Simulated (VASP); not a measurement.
# Bi2Te3 (R-3m) in VASP: further runs

Runs on Bi2Te3. Level: PBE+D3(BJ). Tasks: relaxation of cell and atoms.

Program: VASP 6.6.1. These are calculated values, not measurements. Logs are shortened: lines on timing, memory, paths and dates and some standing lists are left out, and cuts for length are marked.

## Step 1: The cell of the first run

Symmetry: R-3m, No. 166, trigonal system. The conventional cell has a = 4.386 Å, b = 4.386 Å, c = 30.497 Å, α = 90.00°, β = 90.00°, γ = 120.00°. Bi (site symmetry 3m) has 6 Te at 3.07 to 3.25 Å within 4.0 Å. Te (site symmetry -3m) has 6 Bi at 3.25 Å and 12 Te at 4.39 to 4.55 Å within 4.6 Å. Te (site symmetry 3m) has 3 Bi at 3.07 Å and 3 Te at 3.64 Å within 4.0 Å.

## Step 2: Relaxation of cell and atoms, PBE+D3(BJ)

File INCAR:

```
SYSTEM = Bi2Te3
PREC = Accurate
ENCUT = 600
EDIFF = 1E-6
ISMEAR = 0
SIGMA = 0.03
LREAL = .False.
LASPH = .True.
NELM = 80
ALGO = Normal
ISIF = 3
LWAVE = .False.
LCHARG = .False.
GGA = PE
IVDW = 12
IBRION = 2
NSW = 90
EDIFFG = -0.01
```

File KPOINTS:

```
regular mesh
0
Gamma
  7 7 7
  0 0 0
```

File POSCAR:

```
Bi2Te3
1.0
    2.1930000000      1.2661291403     10.1656666667
   -2.1930000000      1.2661291403     10.1656666667
    0.0000000000     -2.5322582807     10.1656666667
Bi Te
2 3
Direct
    0.4000000000      0.4000000000      0.4000000000
    0.6000000000      0.6000000000      0.6000000000
    0.0000000000      0.0000000000      0.0000000000
    0.2095000000      0.2095000000      0.2095000000
    0.7905000000      0.7905000000      0.7905000000
```

Potentials or basis: VASP PAW PBE potentials, release 64 (Bi_d, Te).

Run with:

```sh
> cat potpaw_PBE.64/Bi_d/POTCAR potpaw_PBE.64/Te/POTCAR > POTCAR
> mpirun -np 1 vasp_std > vasp.out
```

OUTCAR:

```text
SYSTEM = Bi2Te3
   PREC = Accurate
   ENCUT = 600
   EDIFF = 1E-6
   ISMEAR = 0
   LREAL = .False.
   LASPH = .True.
   NELM = 80
   ISIF = 3
   GGA = PE
   IVDW = 12
   IBRION = 2
   NSW = 90
   EDIFFG = -0.01
 IVDW          = 12

 ion  position               nearest neighbor table
   1  0.400  0.400  0.400-   5 3.07   5 3.07   5 3.07   3 3.25   3 3.25   3 3.25
   2  0.600  0.600  0.600-   4 3.07   4 3.07   4 3.07   3 3.25   3 3.25   3 3.25
   3  0.000  0.000  0.000-   2 3.25   1 3.25   2 3.25   2 3.25   1 3.25   1 3.25
   4  0.209  0.209  0.209-   2 3.07   2 3.07   2 3.07   5 3.64   5 3.64   5 3.64
   5  0.791  0.791  0.791-   1 3.07   1 3.07   1 3.07   4 3.64   4 3.64   4 3.64

  LATTYP: Found a trigonal (rhomboedric) cell.
 ALAT       =    10.4763118882
 COS(alpha) =     0.9123624111

  Lattice vectors:

 A1 = (   2.1930000000,   1.2661291403,  10.1656666667)
 A2 = (  -2.1930000000,   1.2661291403,  10.1656666667)
 A3 = (   0.0000000000,  -2.5322582807,  10.1656666667)

Analysis of symmetry for initial positions (statically):
=====================================================================
 Subroutine PRICEL returns:
 Original cell was already a primitive cell.

 Routine SETGRP: Setting up the symmetry group for a
 trigonal (rhombohedral) supercell.

 Subroutine GETGRP returns: Found 12 space group operations
 (whereof 12 operations were pure point group operations)
 out of a pool of 12 trial point group operations.

The static configuration has the point symmetry D_3d.

Analysis of symmetry for dynamics (positions and initial velocities):
=====================================================================
 Subroutine PRICEL returns:
 Original cell was already a primitive cell.

 Routine SETGRP: Setting up the symmetry group for a
 trigonal (rhombohedral) supercell.

 Subroutine GETGRP returns: Found 12 space group operations
 (whereof 12 operations were pure point group operations)
 out of a pool of 12 trial point group operations.

The dynamic configuration has the point symmetry D_3d.

 Subroutine INISYM returns: Found 12 space group operations
 (whereof 12 operations are pure point group operations),
 and found     1 'primitive' translations

----------------------------------------------------------------------------------------

                                     Primitive cell

  volume of cell :     169.3572

  direct lattice vectors                    reciprocal lattice vectors
     2.193000000  1.266129140 10.165666667     0.227998176  0.131634808  0.032790111
    -2.193000000  1.266129140 10.165666667    -0.227998176  0.131634808  0.032790111
     0.000000000 -2.532258281 10.165666667     0.000000000 -0.263269617  0.032790111

  length of vectors
    10.476311888 10.476311888 10.476311888     0.265303755  0.265303755  0.265303755

  position of ions in fractional coordinates (direct lattice)
     0.400000000  0.400000000  0.400000000
     0.600000000  0.600000000  0.600000000
     0.000000000  0.000000000  0.000000000
     0.209500000  0.209500000  0.209500000
     0.790500000  0.790500000  0.790500000

  ion indices of the primitive-cell ions
   primitive index   ion index
                 1           1
                 2           2
                 3           3
                 4           4
                 5           5

----------------------------------------------------------------------------------------

 KPOINTS: regular mesh

Automatic generation of k-mesh.
 Grid dimensions read from file:
 generate k-points for:    7    7    7

 Generating k-lattice:

  Cartesian coordinates                     Fractional coordinates (reciprocal lattice)
     0.032571168  0.018804973  0.004684302     0.142857143  0.000000000  0.000000000
    -0.032571168  0.018804973  0.004684302     0.000000000  0.142857143  0.000000000
     0.000000000 -0.037609945  0.004684302     0.000000000  0.000000000  0.142857143

  Length of vectors
     0.037900536  0.037900536  0.037900536

  Shift w.r.t. Gamma in fractional coordinates (k-lattice)
     0.000000000  0.000000000  0.000000000

 Subroutine IBZKPT returns following result:
 ===========================================

 Found     44 irreducible k-points:

 Following reciprocal coordinates:
            Coordinates               Weight
  0.000000  0.000000  0.000000      1.000000
  0.142857  0.000000  0.000000      6.000000
  0.285714  0.000000  0.000000      6.000000
  0.428571  0.000000  0.000000      6.000000
  0.142857  0.142857  0.000000      6.000000
  0.285714  0.142857  0.000000     12.000000
[... 16 lines left out ...]
  0.285714  0.285714  0.142857      6.000000
  0.428571  0.285714  0.142857     12.000000
 [... further k-points ...]
   k-points           NKPTS =     44   k-points in BZ     NKDIM =     44   number of bands    NBANDS=     28
   number of dos      NEDOS =    301   number of ions     NIONS =      5
   total plane-waves  NPLWV = 592704
   dimension x,y,z NGX =    84 NGY =   84 NGZ =   84
   dimension x,y,z NGXF=   168 NGYF=  168 NGZF=  168
   ions per type =               2   3
   NGX,Y,Z   is equivalent  to a cutoff of  13.33, 13.33, 13.33 a.u.
   NGXF,Y,Z  is equivalent  to a cutoff of  26.66, 26.66, 26.66 a.u.
 SYSTEM =  Bi2Te3
   PREC   = accura    normal or accurate (medium, high low for compatibility)
   ISTART =      0    job   : 0-new  1-cont  2-samecut
   ICHARG =      2    charge: 1-file 2-atom 10-const
   ISPIN  =      1    spin polarized calculation?
   LNONCOLLINEAR =      F non collinear calculations
   LSORBIT =      F    spin-orbit coupling
   LASPH  =      T    aspherical Exc in radial PAW
   ENCUT  =  600.0 eV  44.10 Ry    6.64 a.u.  20.92 20.92 20.92*2*pi/ulx,y,z
   NELM   =     80;   NELMIN=  2; NELMDL= -5     # of ELM steps
   EDIFF  = 0.1E-05   stopping-criterion for ELM
   LREAL  =      F    real-space projection
   EDIFFG = -.1E-01   stopping-criterion for IOM
   NSW    =     90    number of steps for IOM
   IBRION =      2    ionic relax: 0-MD 1-quasi-New 2-CG
   NFREE  =      1    steps in history (QN), initial steepest desc. (CG)
   ISIF   =      3    stress and relaxation
   ISYM   =      2    0-nonsym 1-usesym 2-fastsym
   POTIM  = 0.5000    time-step for ionic-motion
   TEBEG  =    0.0;   TEEND  =   0.0 temperature during run
   PSTRESS=    0.0 pullay stress
   NELECT =      48.0000    total number of electrons
   NUPDOWN=      -1.0000    fix difference up-down
   EMIN   =  10.00;   EMAX   =-10.00  energy-range for DOS
   EFERMI =   0.00;   METHOD = LEGACY
   ISMEAR =     0;   SIGMA  =   0.03  broadening in eV -4-tet -1-fermi 0-gaus
   EFERMI_NEDOS =   21; number of points for ismear=-14 and -15
   IALGO  =     38    algorithm
   IMIX   =      4    mixing-type and parameters
     AMIX     =   0.40;   BMIX     =  1.00
     AMIX_MAG =   1.60;   BMIX_MAG =  1.00
  volume/ion in A,a.u.               =      33.87       228.58
  Fermi-wavevector in a.u.,A,eV,Ry     =   1.075360  2.032136 15.733774  1.156400
  Thomas-Fermi vector in A             =   2.211215
   LORBIT       =      0    0 simple, 1 ext, 2 COOP (PROOUT), +10 PAW based schemes
   GGA     = PE    functional components
   LHFCALC =     F    Hartree Fock is set to
   AEXX    =    0.0000 exact exchange contribution
   IVDW    =    12    specifies the selected vdW correction
   LEPSILON=     F    determine dielectric tensor
   LRPA    =     F    only Hartree local field effects (RPA)
 conjugate gradient relaxation of ions
 non-spin polarized calculation
 Gauss-broadening in eV      SIGMA  =   0.03
  energy-cutoff  :      600.00
  volume of cell :      169.36
 maximum number of plane-waves:      5672
   NGX = 41   NGY = 41   NGZ = 41

--------------------------------------- Ionic step        1  -------------------------------------------

 number of electron      48.0000002 magnetization

 Free energy of the ion-electron system (eV)
  ---------------------------------------------------
  ext. energy  EPLUGINS =         0.00000000
  ---------------------------------------------------
  free energy    TOTEN  =       -18.33583093 eV

  energy without entropy =      -18.33583093  energy(sigma->0) =      -18.33583093

------------------------ aborting loop because EDIFF is reached ----------------------------------------

 Edisp (eV)   -2.23779

 E8    (eV) :    -1.0622

  FORCE on cell =-STRESS in cart. coord.  units (eV):
  Direction    XX          YY          ZZ          XY          YZ          ZX
  --------------------------------------------------------------------------------------
  -------------------------------------------------------------------------------------
  Total      -0.25083    -0.25083    -0.47784     0.00000     0.00000     0.00000
  in kB      -2.37292    -2.37292    -4.52053     0.00000     0.00000     0.00000
  external pressure =       -3.09 kB  Pullay stress =        0.00 kB

 VOLUME and BASIS-vectors are now :
 -----------------------------------------------------------------------------
  energy-cutoff  :      600.00
  volume of cell :      169.36
      direct lattice vectors                 reciprocal lattice vectors
     2.193000000  1.266129140 10.165666667     0.227998176  0.131634808  0.032790111
    -2.193000000  1.266129140 10.165666667    -0.227998176  0.131634808  0.032790111
     0.000000000 -2.532258281 10.165666667     0.000000000 -0.263269617  0.032790111
[... 259 lines left out ...]
 POSITION                                       TOTAL-FORCE (eV/Angst)
 -----------------------------------------------------------------------------------
      0.00000     -0.00000     12.12021        -0.000000     -0.000000      0.009100
      0.00000     -0.00000     18.17843        -0.000000      0.000000     -0.009100
      0.00000      2.53283     20.19909         0.000000     -0.000000     -0.000000
      0.00000     -0.00000      6.34491        -0.000000      0.000000     -0.010595
      0.00000     -0.00000     23.95373        -0.000000     -0.000000      0.010595
 -----------------------------------------------------------------------------------
    total drift:                                0.000000      0.000000      0.000000

  FREE ENERGIE OF THE ION-ELECTRON SYSTEM (eV)
  ---------------------------------------------------
  free  energy   TOTEN  =       -20.5751348955 eV

  energy  without entropy=      -20.5751348955  energy(sigma->0) =      -20.57513490

--------------------------------------- Ionic step        8  -------------------------------------------

 number of electron      47.9999999 magnetization

 Free energy of the ion-electron system (eV)
  ---------------------------------------------------
  ext. energy  EPLUGINS =         0.00000000
  ---------------------------------------------------
  free energy    TOTEN  =       -18.32251556 eV

  energy without entropy =      -18.32251556  energy(sigma->0) =      -18.32251556

 E-fermi :   6.4259     XC(G=0):  -9.3579

 val. band max:        6.3009852694   @ k =   0.0000   0.0000   0.0000
 cond. band min:       6.5546070082   @ k =   0.0000   0.0000   0.0000
 fundamental gap:      0.2536217388
 Fermi energy:         6.4259417404

 k-point     1 :       0.0000    0.0000    0.0000
  band No.  band energies     occupation
      1     -16.9182      2.00000
      2     -16.9182      2.00000
      3     -16.9167      2.00000
      4     -16.9167      2.00000
      5     -16.9100      2.00000
      6     -16.9087      2.00000
[... 20 lines left out ...]
     27       6.9166      0.00000
[... 691 lines left out ...]
      6     -16.9078      2.00000
[... 20 lines left out ...]
     27       8.1355      0.00000
     28       8.6193      0.00000

 [... further k-points ...]

------------------------ aborting loop because EDIFF is reached ----------------------------------------

 Edisp (eV)   -2.25271

 E8    (eV) :    -1.0693

  FORCE on cell =-STRESS in cart. coord.  units (eV):
  Direction    XX          YY          ZZ          XY          YZ          ZX
  --------------------------------------------------------------------------------------
  -------------------------------------------------------------------------------------
  Total      -0.01462    -0.01462    -0.01621     0.00000     0.00000     0.00000
  in kB      -0.13915    -0.13915    -0.15436     0.00000     0.00000     0.00000
  external pressure =       -0.14 kB  Pullay stress =        0.00 kB

 VOLUME and BASIS-vectors are now :
 -----------------------------------------------------------------------------
  energy-cutoff  :      600.00
  volume of cell :      168.29
      direct lattice vectors                 reciprocal lattice vectors
     2.193665797  1.266513538 10.095491748     0.227928977  0.131594856  0.033018038
    -2.193665797  1.266513538 10.095491748    -0.227928977  0.131594856  0.033018038
     0.000000000 -2.533027077 10.095491748     0.000000000 -0.263189712  0.033018038

 POSITION                                       TOTAL-FORCE (eV/Angst)
 -----------------------------------------------------------------------------------
      0.00000     -0.00000     12.11776         0.000000     -0.000000      0.002253
      0.00000     -0.00000     18.16871         0.000000      0.000000     -0.002253
      0.00000     -0.00000      0.00000         0.000000      0.000000     -0.000000
      0.00000     -0.00000      6.33948         0.000000      0.000000     -0.007573
      0.00000     -0.00000     23.94700         0.000000     -0.000000      0.007573
 -----------------------------------------------------------------------------------
    total drift:                               -0.000000      0.000000     -0.000000

  FREE ENERGIE OF THE ION-ELECTRON SYSTEM (eV)
  ---------------------------------------------------
  free  energy   TOTEN  =       -20.5752224254 eV

  energy  without entropy=      -20.5752224254  energy(sigma->0) =      -20.57522243

 reached required accuracy - stopping structural energy minimisation
```

It took 53 min on 1 thread of Intel Xeon 6975P-C (Granite Rapids), shared host; peak memory 1.2 GiB.

What came out:

* Free energy: -20.5752 eV
* Relaxed volume: 33.66 Å³/atom
* Relaxed cell: a = 10.408 Å, b = 10.408 Å, c = 10.408 Å, α = 24.33°, β = 24.33°, γ = 24.33°
* Space group after relaxing (to 0.1 Å): R-3m (No. 166)
* Energy gained by relaxing: 0.3 meV/atom
* Ionic steps: 8
* Pressure after relaxing: 0.0 GPa
* Largest force after relaxing: 0.008 eV/Å
* Band gap on the k mesh: 0.25 eV
* Dispersion energy per atom: -0.451 eV

Forces in eV/Å, atoms in the order of the input:
```
Bi   0.000  0.000  0.002
Bi   0.000  0.000 -0.002
Te   0.000  0.000  0.000
Te   0.000  0.000 -0.008
Te   0.000  0.000  0.008
```

The path:
```csv
step,energy change (eV),largest force (eV/Å),pressure (GPa),volume (Å³)
1,0.0000,0.0293,-0.31,169.36
2,-0.0008,0.0475,0.21,167.76
3,-0.0011,0.0193,0.02,168.33
4,-0.0011,0.0183,0.02,168.36
5,-0.0013,0.0165,0.01,168.35
6,-0.0015,0.0126,0.00,168.35
7,-0.0015,0.0106,-0.01,168.33
8,-0.0016,0.0076,-0.01,168.29
```

Final structure:
```xyz
5
Lattice="2.1937 1.2665 10.0955 -2.1937 1.2665 10.0955 0.0000 -2.5330 10.0955" Properties=species:S:1:pos:R:3 pbc="T T T"
Bi    0.0000    0.0000   12.1178
Bi    0.0000    0.0000   18.1687
Te    0.0000    0.0000    0.0000
Te    0.0000    0.0000    6.3395
Te    0.0000    0.0000   23.9470
```

Caveat: spin-orbit coupling is left out, which moves the levels of the heavy elements; an odd mesh through Γ misses points on the zone boundary, where band edges can lie.

## Step 3: Relaxation of cell and atoms, PBE+D3(BJ)

This run uses another cell than the first one, of 33.66 Å³/atom.

INCAR, as its differences from that of step 2:

```diff
@@ -3,3 +3,3 @@
 ENCUT = 600
-EDIFF = 1E-6
+EDIFF = 1E-7
 ISMEAR = 0
@@ -17,2 +17,2 @@
 NSW = 90
-EDIFFG = -0.01
+EDIFFG = -0.005
```

KPOINTS is that of step 2.

File POSCAR:

```
Bi2Te3                                  
1.0
    2.1936657969      1.2665135383     10.0954917476
   -2.1936657969      1.2665135383     10.0954917476
    0.0000000000     -2.5330270768     10.0954917476
  Bi              Te            
     2     3
Direct
     0.4001047852482315    0.4001047852482315    0.4001047852482315
     0.5998952147517685    0.5998952147517685    0.5998952147517685
     0.0000000000000000    0.0000000000000000    0.0000000000000000
     0.2093171257433877    0.2093171257433877    0.2093171257433877
     0.7906828742566122    0.7906828742566122    0.7906828742566121
```

Potentials or basis: VASP PAW PBE potentials, release 64 (Bi_d, Te).

Run with:

```sh
> cat potpaw_PBE.64/Bi_d/POTCAR potpaw_PBE.64/Te/POTCAR > POTCAR
> mpirun -np 1 vasp_std > vasp.out
```

It took 40 min on 1 thread of Intel Xeon 6975P-C (Granite Rapids), shared host; peak memory 1.2 GiB.

Results (log left out):

- Free energy: -20.5752 eV
- Relaxed volume: 33.63 Å³/atom
- Relaxed cell: a = 10.405 Å, b = 10.405 Å, c = 10.405 Å, α = 24.34°, β = 24.34°, γ = 24.34°
- Space group after relaxing (to 0.1 Å): R-3m (No. 166)
- Energy gained by relaxing: 0.0 meV/atom
- Ionic steps: 6
- Pressure after relaxing: 0.0 GPa
- Largest force after relaxing: 0.004 eV/Å
- Band gap on the k mesh: 0.25 eV
- Dispersion energy per atom: -0.451 eV

Forces in eV/Å, atoms in the order of the input:
```
Bi   0.000  0.000  0.004
Bi   0.000  0.000 -0.004
Te   0.000  0.000  0.000
Te   0.000  0.000 -0.004
Te   0.000  0.000  0.004
```

Final structure:
```
CELL_PARAMETERS angstrom
2.19307 1.26617 10.09193
-2.19307 1.26617 10.09193
0.00000 -2.53234 10.09193
ATOMIC_POSITIONS crystal
Bi 0.40012 0.40012 0.40012
Bi 0.59988 0.59988 0.59988
Te 0.00000 0.00000 0.00000
Te 0.20925 0.20925 0.20925
Te 0.79075 0.79075 0.79075
```

Levels at points of the mesh, in eV from the valence-band top:
```tsv
k point	band 20	band 21	band 22	band 23	band 24	band 25	band 26	band 27	band 28
(0.00, 0.00, 0.00)	-1.76	-1.76	-0.90	-0.90	0.00	0.25	0.61	0.61	1.95
```

Caveat: spin-orbit coupling is left out, which moves the levels of the heavy elements; an odd mesh through Γ misses points on the zone boundary, where band edges can lie.
